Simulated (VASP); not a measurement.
# LiCu (P4/mmm) in VASP: further runs

LiCu is run at these levels: PBE; tasks: single point.

Everything below comes from runs of VASP 6.6.1. Logs are shortened: lines on timing, memory, paths and dates and some standing lists are left out, and cuts for length are marked.

## (1) The cell of the first run

The structure is tetragonal, space group P4/mmm (No. 123). The conventional cell has a = 2.719 Å, b = 2.719 Å, c = 3.411 Å, α = 90.00°, β = 90.00°, γ = 90.00°. Within 3.4 Å of Li (site symmetry 4/mmm) lie 8 Cu at 2.57 Å and 4 Li at 2.72 Å. Within 3.4 Å of Cu (site symmetry 4/mmm) lie 8 Li at 2.57 Å and 4 Cu at 2.72 Å.

## (2) Single point, PBE

File INCAR:

```
PREC = Accurate
ENCUT = 520
EDIFF = 1E-6
ISMEAR = 0
SIGMA = 0.1
LREAL = False
LASPH = True
NELM = 80
ALGO = Normal
ISIF = 2
LWAVE = False
LCHARG = True
GGA = PE
LELF = True
LVHAR = True
NBANDS = 14
```

File KPOINTS:

```
regular mesh
0
Gamma
  6 6 6
```

File POSCAR:

```
LiCu
1.0
    2.7191725700      0.0000000000      0.0000000000
    0.0000000000      2.7191725700      0.0000000000
    0.0000000000      0.0000000000      3.4113225300
Li Cu
1 1
Direct
    0.5000000000      0.5000000000      0.5000000000
    0.0000000000      0.0000000000      0.0000000000
```

Potentials or basis: VASP PAW PBE potentials, release 64 (Li_sv, Cu).

Started as:

```
> cat potpaw_PBE.64/Li_sv/POTCAR potpaw_PBE.64/Cu/POTCAR > POTCAR
> mpirun -np 1 vasp_std > vasp.out
```

OUTCAR:

```text
PREC = Accurate
   ENCUT = 520
   EDIFF = 1E-6
   ISMEAR = 0
   LREAL = False
   LASPH = True
   NELM = 80
   ISIF = 2
   GGA = PE

 ion  position               nearest neighbor table
   1  0.500  0.500  0.500-   2 2.57   2 2.57   2 2.57   2 2.57   2 2.57   2 2.57   2 2.57   2 2.57

   2  0.000  0.000  0.000-   1 2.57   1 2.57   1 2.57   1 2.57   1 2.57   1 2.57   1 2.57   1 2.57

  LATTYP: Found a simple tetragonal cell.
 ALAT       =     2.7191725700
 C/A-ratio  =     1.2545443300

  Lattice vectors:

 A1 = (   2.7191725700,   0.0000000000,   0.0000000000)
 A2 = (   0.0000000000,   2.7191725700,   0.0000000000)
 A3 = (   0.0000000000,   0.0000000000,   3.4113225300)

Analysis of symmetry for initial positions (statically):
=====================================================================
 Subroutine PRICEL returns:
 Original cell was already a primitive cell.

 Routine SETGRP: Setting up the symmetry group for a
 simple tetragonal supercell.

 Subroutine GETGRP returns: Found 16 space group operations
 (whereof 16 operations were pure point group operations)
 out of a pool of 16 trial point group operations.

The static configuration has the point symmetry D_4h.

Analysis of symmetry for dynamics (positions and initial velocities):
=====================================================================
 Subroutine PRICEL returns:
 Original cell was already a primitive cell.

 Routine SETGRP: Setting up the symmetry group for a
 simple tetragonal supercell.

 Subroutine GETGRP returns: Found 16 space group operations
 (whereof 16 operations were pure point group operations)
 out of a pool of 16 trial point group operations.

The dynamic configuration has the point symmetry D_4h.

 Subroutine INISYM returns: Found 16 space group operations
 (whereof 16 operations are pure point group operations),
 and found     1 'primitive' translations

----------------------------------------------------------------------------------------

                                     Primitive cell

  volume of cell :      25.2230

  direct lattice vectors                    reciprocal lattice vectors
     2.719172570  0.000000000  0.000000000     0.367758932  0.000000000  0.000000000
     0.000000000  2.719172570  0.000000000     0.000000000  0.367758932  0.000000000
     0.000000000  0.000000000  3.411322530     0.000000000  0.000000000  0.293141440

  length of vectors
     2.719172570  2.719172570  3.411322530     0.367758932  0.367758932  0.293141440

  position of ions in fractional coordinates (direct lattice)
     0.500000000  0.500000000  0.500000000
     0.000000000  0.000000000  0.000000000

  ion indices of the primitive-cell ions
   primitive index   ion index
                 1           1
                 2           2

----------------------------------------------------------------------------------------

 KPOINTS: regular mesh

Automatic generation of k-mesh.
 Grid dimensions read from file:
 generate k-points for:    6    6    6

 Generating k-lattice:

  Cartesian coordinates                     Fractional coordinates (reciprocal lattice)
     0.061293155  0.000000000  0.000000000     0.166666667  0.000000000  0.000000000
     0.000000000  0.061293155  0.000000000     0.000000000  0.166666667  0.000000000
     0.000000000  0.000000000  0.048856907     0.000000000  0.000000000  0.166666667

  Length of vectors
     0.061293155  0.061293155  0.048856907

  Shift w.r.t. Gamma in fractional coordinates (k-lattice)
     0.000000000  0.000000000  0.000000000

 Subroutine IBZKPT returns following result:
 ===========================================

 Found     40 irreducible k-points:

 Following reciprocal coordinates:
            Coordinates               Weight
  0.000000  0.000000  0.000000      1.000000
  0.166667  0.000000  0.000000      4.000000
  0.333333  0.000000  0.000000      4.000000
  0.500000  0.000000  0.000000      2.000000
  0.166667  0.166667  0.000000      4.000000
  0.333333  0.166667  0.000000      8.000000
[... 16 lines left out ...]
  0.333333  0.000000  0.333333      8.000000
  0.500000  0.000000  0.333333      4.000000
 [... further k-points ...]
   k-points           NKPTS =     40   k-points in BZ     NKDIM =     40   number of bands    NBANDS=     14
   number of dos      NEDOS =    301   number of ions     NIONS =      2
   total plane-waves  NPLWV =  11200
   dimension x,y,z NGX =    20 NGY =   20 NGZ =   28
   dimension x,y,z NGXF=    40 NGYF=   40 NGZF=   56
   ions per type =               1   1
   NGX,Y,Z   is equivalent  to a cutoff of  12.23, 12.23, 13.65 a.u.
   NGXF,Y,Z  is equivalent  to a cutoff of  24.46, 24.46, 27.29 a.u.
 SYSTEM =  unknown system
   PREC   = accura    normal or accurate (medium, high low for compatibility)
   ISTART =      0    job   : 0-new  1-cont  2-samecut
   ICHARG =      2    charge: 1-file 2-atom 10-const
   ISPIN  =      1    spin polarized calculation?
   LNONCOLLINEAR =      F non collinear calculations
   LSORBIT =      F    spin-orbit coupling
   LASPH  =      T    aspherical Exc in radial PAW
   ENCUT  =  520.0 eV  38.22 Ry    6.18 a.u.   5.06  5.06  6.34*2*pi/ulx,y,z
   NELM   =     80;   NELMIN=  2; NELMDL= -5     # of ELM steps
   EDIFF  = 0.1E-05   stopping-criterion for ELM
   LREAL  =      F    real-space projection
   EDIFFG = 0.1E-04   stopping-criterion for IOM
   NSW    =      0    number of steps for IOM
   IBRION =     -1    ionic relax: 0-MD 1-quasi-New 2-CG
   NFREE  =      0    steps in history (QN), initial steepest desc. (CG)
   ISIF   =      2    stress and relaxation
   ISYM   =      2    0-nonsym 1-usesym 2-fastsym
   POTIM  = 0.5000    time-step for ionic-motion
   TEBEG  =    0.0;   TEEND  =   0.0 temperature during run
   PSTRESS=    0.0 pullay stress
   NELECT =      14.0000    total number of electrons
   NUPDOWN=      -1.0000    fix difference up-down
   EMIN   =  10.00;   EMAX   =-10.00  energy-range for DOS
   EFERMI =   0.00;   METHOD = LEGACY
   ISMEAR =     0;   SIGMA  =   0.10  broadening in eV -4-tet -1-fermi 0-gaus
   EFERMI_NEDOS =   21; number of points for ismear=-14 and -15
   IALGO  =     38    algorithm
   IMIX   =      4    mixing-type and parameters
     AMIX     =   0.40;   BMIX     =  1.00
     AMIX_MAG =   1.60;   BMIX_MAG =  1.00
  volume/ion in A,a.u.               =      12.61        85.11
  Fermi-wavevector in a.u.,A,eV,Ry     =   1.345402  2.542441 24.627995  1.810107
  Thomas-Fermi vector in A             =   2.473318
   LORBIT       =      0    0 simple, 1 ext, 2 COOP (PROOUT), +10 PAW based schemes
   GGA     = PE    functional components
   LHFCALC =     F    Hartree Fock is set to
   AEXX    =    0.0000 exact exchange contribution
   IVDW    =     0    specifies the selected vdW correction
   LEPSILON=     F    determine dielectric tensor
   LRPA    =     F    only Hartree local field effects (RPA)
 non-spin polarized calculation
 Gauss-broadening in eV      SIGMA  =   0.10
  energy-cutoff  :      520.00
  volume of cell :       25.22
 maximum number of plane-waves:       704
   NGX = 11   NGY = 11   NGZ = 13

 number of electron      13.9999973 magnetization

 Free energy of the ion-electron system (eV)
  ---------------------------------------------------
  ext. energy  EPLUGINS =         0.00000000
  ---------------------------------------------------
  free energy    TOTEN  =        -5.60574620 eV

  energy without entropy =       -5.59996671  energy(sigma->0) =       -5.60285646

 E-fermi :   4.3516     XC(G=0): -10.3543

 val. band max:        4.3189180068   @ k =   0.5000   0.1667   0.3333
 cond. band min:       4.3909928403   @ k =   0.5000   0.3333   0.0000
 fundamental gap:      0.0720748335
 Fermi energy:         4.3515522417

 k-point     1 :       0.0000    0.0000    0.0000
  band No.  band energies     occupation
      1     -41.0271      2.00000
      2      -2.2875      2.00000
      3       1.0048      2.00000
      4       1.0865      2.00000
      5       2.1214      2.00000
      6       2.1214      2.00000
      7       2.3945      2.00000
      8       7.9484      0.00000
      9      13.3399      0.00000
     10      14.9186      0.00000
     11      14.9186      0.00000
     12      18.5747      0.00000
     13      24.0857      0.00000
     14      26.7239      0.00000

 k-point     2 :       0.1667    0.0000    0.0000
  band No.  band energies     occupation
      1     -41.0210      2.00000
      2      -1.7982      2.00000
      3       1.1062      2.00000
      4       1.1963      2.00000
      5       1.8890      2.00000
      6       2.1368      2.00000
      7       2.2752      2.00000
      8       8.7310      0.00000
      9      10.9333      0.00000
     10      14.2476      0.00000
     11      15.5859      0.00000
     12      21.0108      0.00000
     13      22.7426      0.00000
     14      23.4007      0.00000

 k-point     3 :       0.3333    0.0000    0.0000
  band No.  band energies     occupation
      1     -41.0084      2.00000
      2      -0.5984      2.00000
      3       1.2422      2.00000
      4       1.5014      2.00000
      5       1.7582      2.00000
      6       2.0488      2.00000
      7       2.1679      2.00000
      8       6.8635      0.00000
      9      10.8046      0.00000
     10      15.1119      0.00000
     11      17.4724      0.00000
     12      17.9067      0.00000
     13      19.3308      0.00000
     14      23.1960      0.00000

 k-point     4 :       0.5000    0.0000    0.0000
  band No.  band energies     occupation
      1     -41.0021      2.00000
      2       0.0882      2.00000
      3       1.3058      2.00000
      4       1.3341      2.00000
      5       1.9411      2.00000
      6       2.1835      2.00000
      7       3.3923      2.00000
      8       3.7783      2.00000
      9      13.5637      0.00000
     10      14.2374      0.00000
     11      16.4878      0.00000
     12      17.1620      0.00000
     13      19.8499      0.00000
     14      21.1580      0.00000

 k-point     5 :       0.1667    0.1667    0.0000
  band No.  band energies     occupation
      1     -41.0149      2.00000
      2      -1.3020      2.00000
      3       1.2545      2.00000
      4       1.2612      2.00000
      5       1.8594      2.00000
      6       1.9889      2.00000
      7       2.1459      2.00000
      8       9.4668      0.00000
      9      10.8932      0.00000
     10      11.9855      0.00000
     11      15.7768      0.00000
[... 276 lines left out ...]
 k-point    22 :       0.1667    0.0000    0.3333
  band No.  band energies     occupation
      1     -41.0190      2.00000
      2      -0.9247      2.00000
      3       1.1770      2.00000
      4       1.3728      2.00000
      5       1.8503      2.00000
      6       2.0519      2.00000
      7       2.2849      2.00000
      8       4.4586      0.13000
      9      12.9596      0.00000
     10      16.8262      0.00000
     11      17.1995      0.00000
     12      20.1561      0.00000
     13      21.9280      0.00000
     14      22.2468      0.00000

 k-point    23 :       0.3333    0.0000    0.3333
  band No.  band energies     occupation
      1     -41.0068      2.00000
      2       0.3432      2.00000
      3       1.1875      2.00000
      4       1.7417      2.00000
      5       1.8513      2.00000
      6       2.0654      2.00000
      7       2.1003      2.00000
      8       5.1470      0.00000
      9       9.0847      0.00000
     10      13.0643      0.00000
     11      18.8074      0.00000
     12      21.5769      0.00000
     13      22.9926      0.00000
     14      23.2001      0.00000

 k-point    24 :       0.5000    0.0000    0.3333
  band No.  band energies     occupation
      1     -41.0007      2.00000
      2       0.8780      2.00000
      3       1.0740      2.00000
      4       1.7517      2.00000
      5       1.9627      2.00000
      6       2.1220      2.00000
      7       3.8384      2.00000
      8       3.8877      2.00000
      9       7.7584      0.00000
     10      11.5016      0.00000
     11      20.3572      0.00000
     12      22.9030      0.00000
     13      22.9615      0.00000
     14      23.6048      0.00000

 [... further k-points ...]

------------------------ aborting loop because EDIFF is reached ----------------------------------------

  FORCE on cell =-STRESS in cart. coord.  units (eV):
  Direction    XX          YY          ZZ          XY          YZ          ZX
  --------------------------------------------------------------------------------------
  -------------------------------------------------------------------------------------
  Total        0.2206116      0.2206116      0.0709422      0.0000000      0.0000000      0.0000000
  in kB       14.0133686     14.0133686      4.5062857      0.0000000      0.0000000      0.0000000
  external PRESSURE =      10.8443410 kB  Pullay stress =       0.0000000 kB

 VOLUME and BASIS-vectors are now :
 -----------------------------------------------------------------------------
  energy-cutoff  :      520.00
  volume of cell :       25.22
      direct lattice vectors                 reciprocal lattice vectors
     2.719172570  0.000000000  0.000000000     0.367758932  0.000000000  0.000000000
     0.000000000  2.719172570  0.000000000     0.000000000  0.367758932  0.000000000
     0.000000000  0.000000000  3.411322530     0.000000000  0.000000000  0.293141440

 POSITION                                       TOTAL-FORCE (eV/Angst)
 -----------------------------------------------------------------------------------
      1.35959      1.35959      1.70566         0.000000      0.000000      0.000000
      0.00000      0.00000      0.00000         0.000000      0.000000      0.000000
 -----------------------------------------------------------------------------------
    total drift:                               -0.000000      0.000000      0.000000

  FREE ENERGIE OF THE ION-ELECTRON SYSTEM (eV)
  ---------------------------------------------------
  free  energy   TOTEN  =        -5.6057461985 eV

  energy  without entropy=       -5.5999667142  energy(sigma->0) =       -5.60285646
```

It took 6 s on 1 thread of Intel Xeon 6975P-C (Granite Rapids), shared host; peak memory 0.13 GiB.

What came out:

```
Free energy            : -5.6057 eV
Band gap on the k mesh : zero (band 7 reaches 8.92 eV, above the bottom of band 8 at 2.40 eV)
```

Caveat: the k points lie up to 0.39 Å⁻¹ apart; the cutoff is under 1.25 times the usual one of these potentials, so pressure, stress and relaxed cells hold a basis-set (Pulay) error.

## (3) Single point, PBE (volume scaled by 0.88, then relaxed in part)

File INCAR:

```
SYSTEM = LiCu
ALGO = Fast ; EDIFF = 1E-7
ENCUT = 520 ; GGA = PE
ISIF = 2 ; ISMEAR = 0
LASPH = .TRUE. ; LCHARG = .FALSE.
LREAL = .FALSE. ; LWAVE = .FALSE.
NBANDS = 14 ; NELM = 60
PREC = Accurate ; SIGMA = 0.1
```

File KPOINTS:

```
k-points
0
G
  20 20 16
  0 0 0
```

File POSCAR:

```
LiCu
1.0
    2.4989481432      0.0000000000      0.0000000000
    0.0000000000      2.4989481432      0.0000000000
    0.0000000000      0.0000000000      3.6352032288
Li Cu
1 1
Direct
    0.5000000000      0.5000000000      0.5000000000
    0.0000000000      0.0000000000      0.0000000000
```

Potentials or basis: VASP PAW PBE potentials, release 64 (Li_sv, Cu).

Started as:

```
> cat potpaw_PBE.64/Li_sv/POTCAR potpaw_PBE.64/Cu/POTCAR > POTCAR
> mpirun -np 1 vasp_std > vasp.out
```

Wall time 2 min (1 thread of Intel Xeon 6975P-C (Granite Rapids), shared host); peak memory 0.29 GiB.

It converged, with:

```yaml
Free_energy: -5.5964 eV
Band_gap_on_the_k_mesh: zero (band 7 reaches 10.41 eV, above the bottom of band 8 at 3.22 eV)
```

Levels at points of the mesh, in eV from the Fermi level:
```
           k point  band 4  band 5  band 6  band 7  band 8  band 9  band 10  band 11
(0.00, 0.00, 0.00)   -3.75   -2.37   -2.37   -1.96    1.49    7.59    13.36    13.36
(0.50, 0.00, 0.00)   -3.45   -2.59   -2.27   -0.84   -0.07    8.04     9.19    10.97
(0.50, 0.50, 0.00)   -3.22   -2.79   -1.50    2.10    2.10    5.93     9.69    11.76
(0.00, 0.00, 0.50)   -2.83   -2.64   -2.43   -2.43   -1.95   15.99    15.99    16.92
(0.50, 0.00, 0.50)   -2.57   -2.47   -2.30   -0.68   -0.48    2.45     7.15    19.09
(0.50, 0.50, 0.50)   -3.57   -2.37   -1.50    5.17    5.17    6.29     6.29     6.39
```

Caveat: the cutoff is under 1.25 times the usual one of these potentials, so pressure, stress and relaxed cells hold a basis-set (Pulay) error.

## (4) Single point, PBE (volume scaled by 0.91, then relaxed in part)

File INCAR:

```
SYSTEM = LiCu
PREC = Accurate
ENCUT = 520
EDIFF = 1E-7
ISMEAR = 0
SIGMA = 0.1
LREAL = .FALSE.
LASPH = .TRUE.
NELM = 80
ALGO = Fast
ISIF = 2
LWAVE = .FALSE.
LCHARG = .FALSE.
GGA = PE
NBANDS = 14
```

File KPOINTS:

```
Automatic mesh
0
G
  20 20 16
  0 0 0
```

File POSCAR:

```
LiCu
1.0
    2.5206395652      0.0000000000      0.0000000000
    0.0000000000      2.5206395652      0.0000000000
    0.0000000000      0.0000000000      3.6947104238
Li Cu
1 1
Direct
    0.5000000000      0.5000000000      0.5000000000
    0.0000000000      0.0000000000      0.0000000000
```

Started as:

```
> cat potpaw_PBE.64/Li_sv/POTCAR potpaw_PBE.64/Cu/POTCAR > POTCAR
> mpirun -np 1 vasp_std > vasp.out
```

It took 2.4 min on 1 thread of Intel Xeon 6975P-C (Granite Rapids), shared host; peak memory 0.29 GiB.

Results (log left out):

* Free energy: -5.6344 eV
* Band gap on the k mesh: zero (band 7 reaches 10.06 eV, above the bottom of band 8 at 2.99 eV)

Levels at points of the mesh, in eV from the Fermi level:
```
           k point  band 4  band 5  band 6  band 7  band 8  band 9  band 10  band 11
(0.00, 0.00, 0.00)   -3.64   -2.32   -2.32   -1.92    1.39    7.28    13.20    13.20
(0.50, 0.00, 0.00)   -3.35   -2.52   -2.22   -0.80   -0.08    7.79     8.95    10.55
(0.50, 0.50, 0.00)   -3.14   -2.71   -1.48    2.14    2.14    5.80     9.51    11.54
(0.00, 0.00, 0.50)   -2.78   -2.62   -2.37   -2.37   -1.92   15.73    15.73    16.43
(0.50, 0.00, 0.50)   -2.51   -2.43   -2.25   -0.62   -0.43    2.32     6.93    18.61
(0.50, 0.50, 0.50)   -3.46   -2.33   -1.48    5.09    5.09    6.18     6.18     6.32
```

Caveat: the cutoff is under 1.25 times the usual one of these potentials, so pressure, stress and relaxed cells hold a basis-set (Pulay) error.

(Part 1 of 2 ends here.)
